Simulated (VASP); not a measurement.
# C (P4/mmm) in VASP: notebook

Runs on C. Level: PBE. Tasks: single point, relaxation of cell and atoms.

Everything below comes from runs of VASP 6.6.1. Logs are shortened: lines on timing, memory, paths and dates and some standing lists are left out, and cuts for length are marked.

## Step 1: The cell of the first run

Symmetry: P4/mmm, No. 123, tetragonal system. Conventional cell: a = 1.789 Å, b = 1.789 Å, c = 5.262 Å, α = 90.00°, β = 90.00°, γ = 90.00°. Within 2.0 Å of C (site symmetry 4mm) lie 5 C at 1.50 to 1.79 Å.

The cell was built from a structure type or drawn by symmetry, and may not be a known phase.

## Step 2: Single point, PBE

Input file INCAR:

```
PREC     = Accurate       # precision mode
ENCUT    = 520            # plane-wave cutoff, eV
EDIFF    = 1E-6           # SCF threshold, eV
ISMEAR   = 0              # smearing method
SIGMA    = 0.1            # smearing width, eV
LREAL    = False          # projectors in reciprocal space
LASPH    = True           # aspherical terms in the spheres
NELM     = 60             # most SCF steps
ALGO     = Normal         # electronic algorithm
ISIF     = 2              # what is computed and relaxed
LWAVE    = False          # write WAVECAR
LCHARG   = False          # write CHGCAR
GGA      = PE             # functional
NBANDS   = 11             # bands
```

Input file KPOINTS:

```
Automatic mesh
0
Gamma
  30 30 12
```

Input file POSCAR:

```
C
1.0
    1.7886260165      0.0000000000      0.0000000000
    0.0000000000      1.7886260165      0.0000000000
    0.0000000000      0.0000000000      5.2620747260
C
2
Direct
    0.0000000000      0.0000000000      0.8571401152
    0.0000000000      0.0000000000      0.1428598848
```

Potentials or basis: VASP PAW PBE potentials, release 64 (C).

Run with:

```console
$ cat potpaw_PBE.64/C/POTCAR > POTCAR
$ mpirun -np 1 vasp_std > vasp.out
```

OUTCAR:

```text
PREC = Accurate
   ENCUT = 520
   EDIFF = 1E-6
   ISMEAR = 0
   LREAL = False
   LASPH = True
   NELM = 60
   ISIF = 2
   GGA = PE

 ion  position               nearest neighbor table
   1  0.000  0.000  0.857-   2 1.50
   2  0.000  0.000  0.143-   1 1.50

  LATTYP: Found a simple tetragonal cell.
 ALAT       =     1.7886260165
 C/A-ratio  =     2.9419647693

  Lattice vectors:

 A1 = (   1.7886260165,   0.0000000000,   0.0000000000)
 A2 = (   0.0000000000,   1.7886260165,   0.0000000000)
 A3 = (   0.0000000000,   0.0000000000,   5.2620747260)

Analysis of symmetry for initial positions (statically):
=====================================================================
 Subroutine PRICEL returns:
 Original cell was already a primitive cell.

 Routine SETGRP: Setting up the symmetry group for a
 simple tetragonal supercell.

 Subroutine GETGRP returns: Found 16 space group operations
 (whereof 16 operations were pure point group operations)
 out of a pool of 16 trial point group operations.

The static configuration has the point symmetry D_4h.

Analysis of symmetry for dynamics (positions and initial velocities):
=====================================================================
 Subroutine PRICEL returns:
 Original cell was already a primitive cell.

 Routine SETGRP: Setting up the symmetry group for a
 simple tetragonal supercell.

 Subroutine GETGRP returns: Found 16 space group operations
 (whereof 16 operations were pure point group operations)
 out of a pool of 16 trial point group operations.

The dynamic configuration has the point symmetry D_4h.

 Subroutine INISYM returns: Found 16 space group operations
 (whereof 16 operations are pure point group operations),
 and found     1 'primitive' translations

----------------------------------------------------------------------------------------

                                     Primitive cell

  volume of cell :      16.8343

  direct lattice vectors                    reciprocal lattice vectors
     1.788626017  0.000000000  0.000000000     0.559088368  0.000000000  0.000000000
     0.000000000  1.788626017  0.000000000     0.000000000  0.559088368  0.000000000
     0.000000000  0.000000000  5.262074726     0.000000000  0.000000000  0.190039110

  length of vectors
     1.788626017  1.788626017  5.262074726     0.559088368  0.559088368  0.190039110

  position of ions in fractional coordinates (direct lattice)
     0.000000000  0.000000000  0.857140115
     0.000000000  0.000000000  0.142859885
[... 80 lines left out ...]
   NSW    =      0    number of steps for IOM
   IBRION =     -1    ionic relax: 0-MD 1-quasi-New 2-CG
   NFREE  =      0    steps in history (QN), initial steepest desc. (CG)
   ISIF   =      2    stress and relaxation
   ISYM   =      2    0-nonsym 1-usesym 2-fastsym
   POTIM  = 0.5000    time-step for ionic-motion
   TEBEG  =    0.0;   TEEND  =   0.0 temperature during run
   PSTRESS=    0.0 pullay stress
   NELECT =       8.0000    total number of electrons
   NUPDOWN=      -1.0000    fix difference up-down
   EMIN   =  10.00;   EMAX   =-10.00  energy-range for DOS
   EFERMI =   0.00;   METHOD = LEGACY
   ISMEAR =     0;   SIGMA  =   0.10  broadening in eV -4-tet -1-fermi 0-gaus
   EFERMI_NEDOS =   21; number of points for ismear=-14 and -15
   IALGO  =     38    algorithm
   IMIX   =      4    mixing-type and parameters
     AMIX     =   0.40;   BMIX     =  1.00
     AMIX_MAG =   1.60;   BMIX_MAG =  1.00
  volume/ion in A,a.u.               =       8.42        56.80
  Fermi-wavevector in a.u.,A,eV,Ry     =   1.277535  2.414191 22.206008  1.632096
  Thomas-Fermi vector in A             =   2.410129
   LORBIT       =      0    0 simple, 1 ext, 2 COOP (PROOUT), +10 PAW based schemes
   GGA     = PE    functional components
   LHFCALC =     F    Hartree Fock is set to
   AEXX    =    0.0000 exact exchange contribution
   IVDW    =     0    specifies the selected vdW correction
   LEPSILON=     F    determine dielectric tensor
   LRPA    =     F    only Hartree local field effects (RPA)
 non-spin polarized calculation
 Gauss-broadening in eV      SIGMA  =   0.10
  energy-cutoff  :      520.00
  volume of cell :       16.83
 maximum number of plane-waves:       479
 NGX is ok and might be reduce to    14
   NGX =  7   NGY =  7   NGZ = 19

 number of electron       8.0000000 magnetization

 Free energy of the ion-electron system (eV)
  ---------------------------------------------------
  ext. energy  EPLUGINS =         0.00000000
  ---------------------------------------------------
  free energy    TOTEN  =       -13.24945039 eV

  energy without entropy =      -13.24466514  energy(sigma->0) =      -13.24705777

 E-fermi :   4.4284     XC(G=0): -10.6435

 val. band max:        4.4247094723   @ k =   0.4667   0.4667   0.2500
 cond. band min:       4.4285195785   @ k =   0.4667   0.4333   0.0833
 fundamental gap:      0.0038101062
 Fermi energy:         4.4283594901

 k-point     1 :       0.0000    0.0000    0.0000
  band No.  band energies     occupation
      1     -16.5566      2.00000
      2      -8.9908      2.00000
      3      -2.9044      2.00000
      4      10.6125      0.00000
      5      12.1714      0.00000
      6      14.2820      0.00000
      7      14.2820      0.00000
      8      17.9930      0.00000
      9      17.9930      0.00000
     10      27.9818      0.00000
     11      30.8729      0.00000
[... 309 lines left out ...]
 k-point    24 :       0.2667    0.0333    0.0000
  band No.  band energies     occupation
      1     -13.8317      2.00000
      2      -6.4447      2.00000
      3      -0.7082      2.00000
      4       4.0133      2.00000
      5       8.4921      0.00000
      6      14.0664      0.00000
      7      14.9140      0.00000
      8      15.7802      0.00000
      9      19.2833      0.00000
     10      26.0716      0.00000
     11      28.4355      0.00000

 [... further k-points ...]
[... 5 lines left out ...]
  --------------------------------------------------------------------------------------
  -------------------------------------------------------------------------------------
  Total        0.0311697      0.0311697      0.0730353      0.0000000      0.0000000      0.0000000
  in kB        2.9665227      2.9665227      6.9509989      0.0000000      0.0000000      0.0000000
  external PRESSURE =       4.2946814 kB  Pullay stress =       0.0000000 kB

 VOLUME and BASIS-vectors are now :
 -----------------------------------------------------------------------------
  energy-cutoff  :      520.00
  volume of cell :       16.83
      direct lattice vectors                 reciprocal lattice vectors
     1.788626017  0.000000000  0.000000000     0.559088368  0.000000000  0.000000000
     0.000000000  1.788626017  0.000000000     0.000000000  0.559088368  0.000000000
     0.000000000  0.000000000  5.262074726     0.000000000  0.000000000  0.190039110

 POSITION                                       TOTAL-FORCE (eV/Angst)
 -----------------------------------------------------------------------------------
      0.00000      0.00000      4.51034         0.000000      0.000000     -0.054539
      0.00000      0.00000      0.75174         0.000000      0.000000      0.054539
 -----------------------------------------------------------------------------------
    total drift:                               -0.000000      0.000000      0.000000

  FREE ENERGIE OF THE ION-ELECTRON SYSTEM (eV)
  ---------------------------------------------------
  free  energy   TOTEN  =       -13.2494503874 eV

  energy  without entropy=      -13.2446651435  energy(sigma->0) =      -13.24705777
```

OSZICAR:

```text
N       E                     dE             d eps       ncg     rms          rms(c)
DAV:   1     0.465030852982E+01    0.46503E+01   -0.40895E+03 21257   0.654E+02
DAV:   2    -0.130145036707E+02   -0.17665E+02   -0.16968E+02 28429   0.111E+02
DAV:   3    -0.134788645915E+02   -0.46436E+00   -0.45748E+00 25227   0.139E+01
DAV:   4    -0.134807926586E+02   -0.19281E-02   -0.19277E-02 23260   0.113E+00
DAV:   5    -0.134808002755E+02   -0.76169E-05   -0.76164E-05 24966   0.676E-02    0.381E+00
DAV:   6    -0.132988985926E+02    0.18190E+00   -0.21253E-01 22435   0.263E+00    0.223E+00
DAV:   7    -0.132484621073E+02    0.50436E-01   -0.15086E-01 23830   0.243E+00    0.559E-01
DAV:   8    -0.132491889731E+02   -0.72687E-03   -0.72441E-03 22152   0.592E-01    0.147E-01
DAV:   9    -0.132494016111E+02   -0.21264E-03   -0.53858E-04 22789   0.166E-01    0.369E-02
DAV:  10    -0.132494454750E+02   -0.43864E-04   -0.78123E-05 23026   0.699E-02    0.127E-02
DAV:  11    -0.132494504833E+02   -0.50084E-05   -0.64731E-06 23007   0.209E-02    0.332E-03
DAV:  12    -0.132494503874E+02    0.95970E-07   -0.55720E-07 23008   0.560E-03
   1 F= -.13249450E+02 E0= -.13247058E+02  d E =-.478524E-02
```

stdout:

```text
POSCAR found type information on POSCAR C
 POSCAR found :  1 types and       2 ions
 scaLAPACK will be used
 LDA part: xc-table for (Slater+PW92), standard interpolation
 POSCAR, INCAR and KPOINTS ok, starting setup
 FFT: planning ... GRIDC
 FFT: planning ... GRID_SOFT
 FFT: planning ... GRID
 WAVECAR not read
 entering main loop
```

Run time: 66 s. Hardware: 1 thread of Intel Xeon Platinum 8488C (Sapphire Rapids), shared host; peak memory 0.24 GiB.

What came out:

```yaml
Free_energy: -13.2495 eV
Pressure: 0.4 GPa
Largest_force: 0.055 eV/Å
Band_gap_on_the_k_mesh: zero (bands 4 and 5 overlap by 7.84 eV)
```

Forces in eV/Å, atoms in the order of the input:
```
C    0.000  0.000 -0.055
C    0.000  0.000  0.055
```

Stress tensor (GPa, compression positive):
```
0.30 0.00 0.00
0.00 0.30 0.00
0.00 0.00 0.70
```

Caveat: this functional lacks dispersion, which binds the layers, so the pressure and a relaxed spacing across them are unreliable.

## Step 3: Relaxation of cell and atoms, PBE

This run uses another cell than the first one, of 8.24 Å³/atom.

Input file INCAR:

```
SYSTEM = C
PREC = Accurate ; ENCUT = 600
EDIFF = 1E-7 ; ISMEAR = 0
SIGMA = 0.1 ; LREAL = .False.
LASPH = .True. ; NELM = 80
ALGO = Normal ; ISIF = 3
LWAVE = .False. ; LCHARG = .False.
GGA = PE ; IBRION = 2
NSW = 100 ; EDIFFG = -0.01
```

Input file KPOINTS:

```
Automatic mesh
0
Gamma
  30 30 12
  0 0 0
```

Input file POSCAR:

```
C
1.0
    1.7906299464      0.0000000000      0.0000000000
    0.0000000000      1.7906299464      0.0000000000
    0.0000000000      0.0000000000      5.1410113872
C
2
Direct
    0.0000000000      0.0000000000      0.8540510189
    0.0000000000      0.0000000000      0.1459489811
```

Potentials or basis: VASP PAW PBE potentials, release 64 (C).

Run with:

```console
$ cat potpaw_PBE.64/C/POTCAR > POTCAR
$ mpirun -np 1 vasp_std > vasp.out
```

Run time: 2.8 min. Hardware: 1 thread of Intel Xeon Platinum 8488C (Sapphire Rapids), shared host; peak memory 0.23 GiB.

Results (log left out):

```
Free energy                           : -13.2514 eV
Relaxed volume                        : 8.21 Å³/atom
Relaxed cell                          : a = 1.787 Å, b = 1.787 Å, c = 5.144 Å, α = 90.00°, β = 90.00°, γ = 90.00°
Space group after relaxing (to 0.1 Å) : P4/mmm (No. 123)
Energy gained by relaxing             : 0.2 meV/atom
Ionic steps                           : 6
Pressure after relaxing               : 0.0 GPa
Largest force after relaxing          : 0.009 eV/Å
Band gap on the k mesh                : zero (bands 4 and 5 overlap by 7.99 eV)
```

Forces on the atoms (eV/Å):
```
C    0.000  0.000 -0.009
C    0.000  0.000  0.009
```

Stress tensor (GPa, compression positive):
```
 0.05  0.00  0.00
 0.00  0.05  0.00
 0.00  0.00 -0.18
```

The path:
```tsv
step	energy change (eV)	largest force (eV/Å)	pressure (GPa)	volume (Å³)
1	0.0000	0.0692	0.05	16.48
2	-0.0002	0.0409	-0.86	16.49
3	-0.0002	0.0045	-0.57	16.49
4	-0.0003	0.0056	0.04	16.43
5	-0.0003	0.0044	-0.06	16.44
6	-0.0003	0.0087	-0.02	16.43
```

Final structure:
```
C
1.0
     1.78702    0.00000    0.00000
     0.00000    1.78702    0.00000
     0.00000    0.00000    5.14406
C
2
Cartesian
  0.0000 0.0000 4.3899
  0.0000 0.0000 0.7541
```

Levels at points of the mesh, in eV from the Fermi level:
| k point | band 1 | band 2 | band 3 | band 4 | band 5 | band 6 | band 7 | band 8 |
| --- | --- | --- | --- | --- | --- | --- | --- | --- |
| (0.00, 0.00, 0.00) | -20.98 | -13.44 | -7.42 | 6.29 | 8.11 | 9.91 | 9.91 | 13.57 |
| (0.50, 0.00, 0.00) | -12.40 | -10.82 | -5.39 | -4.17 | -0.88 | 11.22 | 12.71 | 13.07 |
| (0.50, 0.50, 0.00) | -4.98 | -4.98 | -4.39 | -0.11 | -0.11 | 5.22 | 5.58 | 9.81 |
| (0.00, 0.00, 0.50) | -20.96 | -13.67 | -6.70 | 2.83 | 9.91 | 9.91 | 13.56 | 13.56 |
| (0.50, 0.00, 0.50) | -12.39 | -10.80 | -5.46 | -4.37 | -0.50 | 11.48 | 13.07 | 13.60 |
| (0.50, 0.50, 0.50) | -4.97 | -4.97 | -4.39 | -0.14 | -0.14 | 5.02 | 5.81 | 9.87 |

Caveat: this functional lacks dispersion, which binds the layers, so the pressure and a relaxed spacing across them are unreliable.
